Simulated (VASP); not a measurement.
Crystal: Au.

```
CELL_PARAMETERS angstrom
2.88375 0.00000 0.00000
-1.44187 2.49740 0.00000
0.00000 0.00000 4.70916
ATOMIC_POSITIONS crystal
Au 0.33333 0.66667 0.25000
Au 0.66667 0.33333 0.75000
```

```yaml
Program: VASP 6.6.1
Task: relaxation of cell and atoms
Functional: LDA
Potentials_or_basis: VASP PAW LDA potentials, release 64 (Au)
Cutoff: 600 eV
k_mesh: 13 × 13 × 7
Occupations: fermi-dirac, width 0.1 eV
Spin: no spin polarisation
```

At the start: pressure -3.6 GPa; volume 16.96 Å³/atom.

Q: How do energy, volume and symmetry change on relaxing?

A: Over 6 steps the energy falls by 6.4 meV/atom and the volume is 16.62 Å³/atom (-2.0 %); space group P6_3/mmc (No. 194, to 0.05 Å).

The path:
```tsv
step	energy change (eV)	largest force (eV/Å)	pressure (GPa)	volume (Å³)
1	0.0000	0.0000	-3.57	33.91
2	0.0144	0.0000	7.64	32.09
3	-0.0099	0.0000	0.43	33.18
4	-0.0125	0.0000	0.17	33.23
5	-0.0128	0.0000	0.09	33.24
6	-0.0128	0.0000	0.08	33.25
```

Final structure:
```
Au
1.0
     2.84261    0.00000    0.00000
    -1.42131    2.46177    0.00000
     0.00000    0.00000    4.75112
Au
2
Cartesian
  0.0000 1.6412 1.1878
  1.4213 0.8206 3.5633
```
